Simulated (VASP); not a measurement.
# YbW (P2/c) in VASP: single point with r2SCAN

Aim: the single point of YbW with r2SCAN.

All numbers are computed with VASP 6.6.1; they aren't measurements. Logs are shortened: lines on timing, memory, paths and dates and some standing lists are left out, and cuts for length are marked.

## Step 1: The cell of the first run

It takes space group P2/c (No. 13, monoclinic). The conventional cell has a = 4.921 Å, b = 5.951 Å, c = 5.173 Å, α = 90.00°, β = 90.33°, γ = 90.00°. W (site symmetry 2) has 2 W at 3.37 Å and 8 Yb at 3.65 to 3.87 Å within 4.4 Å. Yb (site symmetry 2) has 2 Yb at 3.36 Å and 8 W at 3.65 to 3.87 Å within 4.4 Å.

## Step 2: Single point, r2SCAN

Input file POSCAR:

```
YbW
1.0
    4.9207580000      0.0000000000      0.0000000000
    0.0000000000      5.9511730000      0.0000000000
    0.0297980000      0.0000000000      5.1730210000
W Yb
2 2
Direct
    0.0000000000      0.1820000000      0.2500000000
    0.0000000000      0.8180000000      0.7500000000
    0.5000000000      0.6800000000      0.2500000000
    0.5000000000      0.3200000000      0.7500000000
```

Input file INCAR.step1:

```
SYSTEM = YbW
PREC = Accurate ; ENCUT = 520
ISMEAR = -1 ; SIGMA = 0.1
LREAL = .False. ; LASPH = .True.
NELM = 80 ; NBANDS = 46
GGA = PE ; ALGO = Normal
EDIFF = 1E-4 ; LWAVE = .True.
LCHARG = .False.
```

Input file INCAR.step2:

```
SYSTEM = YbW
PREC = Accurate ; ENCUT = 520
EDIFF = 1E-6 ; ISMEAR = -1
SIGMA = 0.1 ; LREAL = .False.
LASPH = .True. ; NELM = 80
ALGO = Normal ; ISIF = 2
LWAVE = .False. ; LCHARG = .False.
METAGGA = R2SCAN ; LMIXTAU = .True.
NBANDS = 46 ; ISTART = 1
```

Input file KPOINTS:

```
Automatic mesh
0
Gamma
  4 3 4
  0 0.5 0
```

Potentials or basis: VASP PAW PBE potentials, release 64 (W_sv, Yb).

Run with:

```
$ cat potpaw_PBE.64/W_sv/POTCAR potpaw_PBE.64/Yb/POTCAR > POTCAR
$ cp INCAR.step1 INCAR
$ mpirun -np 1 vasp_std > vasp.out
$ cp INCAR.step2 INCAR
$ mpirun -np 1 vasp_std > vasp.out
```

OUTCAR:

```text
SYSTEM = YbW
   PREC = Accurate
   ENCUT = 520
   EDIFF = 1E-6
   ISMEAR = -1
   LREAL = .False.
   LASPH = .True.
   NELM = 80
   ISIF = 2
   METAGGA = R2SCAN
   ISTART = 1

 ion  position               nearest neighbor table
   1  0.000  0.182  0.250-   2 3.37   2 3.37
   2  0.000  0.818  0.750-   1 3.37   1 3.37
   3  0.500  0.680  0.250-   4 3.36   4 3.36
   4  0.500  0.320  0.750-   3 3.36   3 3.36

  LATTYP: Found a simple monoclinic cell.
 ALAT       =     4.9207580000
 B/A-ratio  =     1.2094016816
 C/A-ratio  =     1.0512825100
 COS(beta)  =    -0.0057601749

  Lattice vectors:

 A1 = (   4.9207580000,   0.0000000000,   0.0000000000)
 A2 = (   0.0000000000,  -5.9511730000,   0.0000000000)
 A3 = (  -0.0297980000,   0.0000000000,  -5.1730210000)

Analysis of symmetry for initial positions (statically):
=====================================================================
 Subroutine PRICEL returns:
 Original cell was already a primitive cell.

 Routine SETGRP: Setting up the symmetry group for a
 simple monoclinic supercell.

 Subroutine GETGRP returns: Found  4 space group operations
 (whereof  2 operations were pure point group operations)
 out of a pool of  4 trial point group operations.

The static configuration has the point symmetry S_2 .
 The point group associated with its full space group is C_2h.

Analysis of symmetry for dynamics (positions and initial velocities):
=====================================================================
 Subroutine PRICEL returns:
 Original cell was already a primitive cell.

 Routine SETGRP: Setting up the symmetry group for a
 simple monoclinic supercell.

 Subroutine GETGRP returns: Found  4 space group operations
 (whereof  2 operations were pure point group operations)
 out of a pool of  4 trial point group operations.

The dynamic configuration has the point symmetry S_2 .
 The point group associated with its full space group is C_2h.

 Subroutine INISYM returns: Found  4 space group operations
 (whereof  2 operations are pure point group operations),
 and found     1 'primitive' translations

----------------------------------------------------------------------------------------

                                     Primitive cell

  volume of cell :     151.4882

  direct lattice vectors                    reciprocal lattice vectors
     4.920758000  0.000000000  0.000000000     0.203220723  0.000000000 -0.001170606
     0.000000000  5.951173000  0.000000000     0.000000000  0.168034100  0.000000000
     0.029798000  0.000000000  5.173021000     0.000000000  0.000000000  0.193310640

  length of vectors
     4.920758000  5.951173000  5.173106822     0.203224095  0.168034100  0.193310640

  position of ions in fractional coordinates (direct lattice)
     1.000000000  0.182000000  0.250000000
     1.000000000  0.818000000  0.750000000
     0.500000000  0.680000000  0.250000000
     0.500000000  0.320000000  0.750000000

  ion indices of the primitive-cell ions
   primitive index   ion index
                 1           1
                 2           2
                 3           3
                 4           4

----------------------------------------------------------------------------------------

 KPOINTS: Automatic mesh

Automatic generation of k-mesh.
 Grid dimensions read from file:
 generate k-points for:    4    3    4

 Generating k-lattice:

  Cartesian coordinates                     Fractional coordinates (reciprocal lattice)
     0.050805181  0.000000000 -0.000292652     0.250000000  0.000000000 -0.000000000
     0.000000000  0.056011367  0.000000000     0.000000000  0.333333333  0.000000000
     0.000000000  0.000000000  0.048327660     0.000000000  0.000000000  0.250000000

  Length of vectors
     0.050806024  0.056011367  0.048327660

  Shift w.r.t. Gamma in fractional coordinates (k-lattice)
     0.000000000  0.500000000  0.000000000

 Subroutine IBZKPT returns following result:
 ===========================================

 Found     20 irreducible k-points:

 Following reciprocal coordinates:
            Coordinates               Weight
  0.000000  0.166667  0.000000      2.000000
  0.250000  0.166667  0.000000      4.000000
  0.500000  0.166667  0.000000      2.000000
  0.000000  0.500000  0.000000      1.000000
  0.250000  0.500000  0.000000      2.000000
  0.500000  0.500000  0.000000      1.000000
[... 12 lines left out ...]
  0.250000  0.500000  0.500000      2.000000
  0.500000  0.500000  0.500000      1.000000
   k-points           NKPTS =     20   k-points in BZ     NKDIM =     20   number of bands    NBANDS=     46
   number of dos      NEDOS =    301   number of ions     NIONS =      4
   total plane-waves  NPLWV =  76800
   dimension x,y,z NGX =    40 NGY =   48 NGZ =   40
   dimension x,y,z NGXF=    80 NGYF=   96 NGZF=   80
   ions per type =               2   2
   NGX,Y,Z   is equivalent  to a cutoff of  13.51, 13.41, 12.85 a.u.
   NGXF,Y,Z  is equivalent  to a cutoff of  27.03, 26.82, 25.71 a.u.
 SYSTEM =  YbW
   PREC   = accura    normal or accurate (medium, high low for compatibility)
   ISTART =      1    job   : 0-new  1-cont  2-samecut
   ICHARG =      0    charge: 1-file 2-atom 10-const
   ISPIN  =      1    spin polarized calculation?
   LNONCOLLINEAR =      F non collinear calculations
   LSORBIT =      F    spin-orbit coupling
   LASPH  =      T    aspherical Exc in radial PAW
   ENCUT  =  520.0 eV  38.22 Ry    6.18 a.u.   9.15 11.07  9.62*2*pi/ulx,y,z
   NELM   =     80;   NELMIN=  2; NELMDL=  0     # of ELM steps
   EDIFF  = 0.1E-05   stopping-criterion for ELM
   LREAL  =      F    real-space projection
   EDIFFG = 0.1E-04   stopping-criterion for IOM
   NSW    =      0    number of steps for IOM
   IBRION =     -1    ionic relax: 0-MD 1-quasi-New 2-CG
   NFREE  =      0    steps in history (QN), initial steepest desc. (CG)
   ISIF   =      2    stress and relaxation
   ISYM   =      2    0-nonsym 1-usesym 2-fastsym
   POTIM  = 0.5000    time-step for ionic-motion
   TEBEG  =    0.0;   TEEND  =   0.0 temperature during run
   PSTRESS=    0.0 pullay stress
   NELECT =      76.0000    total number of electrons
   NUPDOWN=      -1.0000    fix difference up-down
   EMIN   =  10.00;   EMAX   =-10.00  energy-range for DOS
   EFERMI =   0.00;   METHOD = LEGACY
   ISMEAR =    -1;   SIGMA  =   0.10  broadening in eV -4-tet -1-fermi 0-gaus
   EFERMI_NEDOS =   21; number of points for ismear=-14 and -15
   IALGO  =     38    algorithm
   IMIX   =      4    mixing-type and parameters
     AMIX     =   0.40;   BMIX     =  1.00
     AMIX_MAG =   1.60;   BMIX_MAG =  1.00
  volume/ion in A,a.u.               =      37.87       255.57
  Fermi-wavevector in a.u.,A,eV,Ry     =   1.300828  2.458208 23.023133  1.692153
  Thomas-Fermi vector in A             =   2.432001
   LORBIT       =      0    0 simple, 1 ext, 2 COOP (PROOUT), +10 PAW based schemes
   METAGGA = R2SCAN    functional components
   LHFCALC =     F    Hartree Fock is set to
   AEXX    =    0.0000 exact exchange contribution
   IVDW    =     0    specifies the selected vdW correction
   LEPSILON=     F    determine dielectric tensor
   LRPA    =     F    only Hartree local field effects (RPA)
 non-spin polarized calculation
  energy-cutoff  :      520.00
  volume of cell :      151.49
 maximum number of plane-waves:      4104
 NGX is ok and might be reduce to    40
   NGX = 19   NGY = 23   NGZ = 19

 number of electron      75.9999986 magnetization

 Free energy of the ion-electron system (eV)
  ---------------------------------------------------
  ext. energy  EPLUGINS =         0.00000000
  ---------------------------------------------------
  free energy    TOTEN  =      -163.34280788 eV

  energy without entropy =     -162.93666390  energy(sigma->0) =     -163.13973589

 E-fermi :   1.5716     XC(G=0):  -9.8697

 val. band max:        1.5696003992   @ k =   0.0000   0.5000   0.0000
 cond. band min:       1.5831045403   @ k =  -0.2500   0.1667   0.2500
 fundamental gap:      0.0135041411
 Fermi energy:         1.5715677176

 k-point     1 :       0.0000    0.1667    0.0000
  band No.  band energies     occupation
      1     -74.6981      2.00000
      2     -74.6946      2.00000
      3     -51.8254      2.00000
      4     -51.8050      2.00000
      5     -38.1559      2.00000
      6     -38.1456      2.00000
[... 38 lines left out ...]
     45       4.0582      0.00000
     46       4.2999      0.00000

 k-point     2 :       0.2500    0.1667    0.0000
  band No.  band energies     occupation
      1     -74.6981      2.00000
      2     -74.6946      2.00000
      3     -51.8253      2.00000
      4     -51.8050      2.00000
      5     -38.1558      2.00000
      6     -38.1459      2.00000
[... 38 lines left out ...]
     45       3.7670      0.00000
     46       4.1506      0.00000

 k-point     3 :       0.5000    0.1667    0.0000
  band No.  band energies     occupation
      1     -74.6982      2.00000
      2     -74.6946      2.00000
      3     -51.8253      2.00000
      4     -51.8049      2.00000
      5     -38.1558      2.00000
      6     -38.1462      2.00000
[... 38 lines left out ...]
     45       3.4156      0.00000
     46       4.0270      0.00000

 k-point     4 :       0.0000    0.5000    0.0000
  band No.  band energies     occupation
      1     -74.6981      2.00000
      2     -74.6946      2.00000
      3     -51.8253      2.00000
      4     -51.8051      2.00000
      5     -38.1555      2.00000
      6     -38.1455      2.00000
[... 724 lines left out ...]
     45       3.8543      0.00000
     46       3.8543      0.00000

 k-point    19 :       0.2500    0.5000    0.5000
  band No.  band energies     occupation
      1     -74.6964      2.00000
      2     -74.6964      2.00000
      3     -51.8151      2.00000
      4     -51.8151      2.00000
      5     -38.1473      2.00000
      6     -38.1473      2.00000
[... 38 lines left out ...]
     45       3.4821      0.00000
     46       3.4946      0.00000

 k-point    20 :       0.5000    0.5000    0.5000
  band No.  band energies     occupation
      1     -74.6963      2.00000
      2     -74.6963      2.00000
      3     -51.8151      2.00000
      4     -51.8151      2.00000
      5     -38.1473      2.00000
      6     -38.1473      2.00000
[... 38 lines left out ...]
     45       3.1831      0.00000
     46       3.1831      0.00000

------------------------ aborting loop because EDIFF is reached ----------------------------------------

  FORCE on cell =-STRESS in cart. coord.  units (eV):
  Direction    XX          YY          ZZ          XY          YZ          ZX
  --------------------------------------------------------------------------------------
  -------------------------------------------------------------------------------------
  Total      -14.1498945    -16.0516422    -16.1694475      0.0000000      0.0000000     -0.0498989
  in kB     -149.6528394   -169.7662005   -171.0121390      0.0000000      0.0000000     -0.5277428
  external PRESSURE =    -163.4770597 kB  Pullay stress =       0.0000000 kB

 VOLUME and BASIS-vectors are now :
 -----------------------------------------------------------------------------
  energy-cutoff  :      520.00
  volume of cell :      151.49
      direct lattice vectors                 reciprocal lattice vectors
     4.920758000  0.000000000  0.000000000     0.203220723  0.000000000 -0.001170606
     0.000000000  5.951173000  0.000000000     0.000000000  0.168034100  0.000000000
     0.029798000  0.000000000  5.173021000     0.000000000  0.000000000  0.193310640

 POSITION                                       TOTAL-FORCE (eV/Angst)
 -----------------------------------------------------------------------------------
      0.00745      1.08311      1.29326         0.000000     -2.270390      0.000000
      0.02235      4.86806      3.87977         0.000000      2.270390     -0.000000
      2.46783      4.04680      1.29326        -0.000000      1.235933      0.000000
      2.48273      1.90438      3.87977         0.000000     -1.235933      0.000000
 -----------------------------------------------------------------------------------
    total drift:                                0.000000      0.000000     -0.000000

  FREE ENERGIE OF THE ION-ELECTRON SYSTEM (eV)
  ---------------------------------------------------
  free  energy   TOTEN  =      -163.3428078750 eV

  energy  without entropy=     -162.9366639046  energy(sigma->0) =     -163.13973589
```

It took 81 min on 1 thread of AMD EPYC 7R43 (Zen 3), shared host; peak memory 0.34 GiB.

Results:

- Free energy: -163.3428 eV
- Pressure: -16.3 GPa
- Largest force: 2.270 eV/Å
- Band gap on the k mesh: zero (bands 38 and 39 overlap by 0.18 eV)

Forces in eV/Å, atoms in the order of the input:
```
W    0.000 -2.270  0.000
W    0.000  2.270  0.000
Yb   0.000  1.236  0.000
Yb   0.000 -1.236  0.000
```

Caveat: the cell stands under tension; the PAW data sets were made with another functional, which shifts forces and pressure a little; spin-orbit coupling is left out, which moves the levels of the heavy elements. Spin polarisation is off, so any magnetic state and its effect on volume and gap are missing.
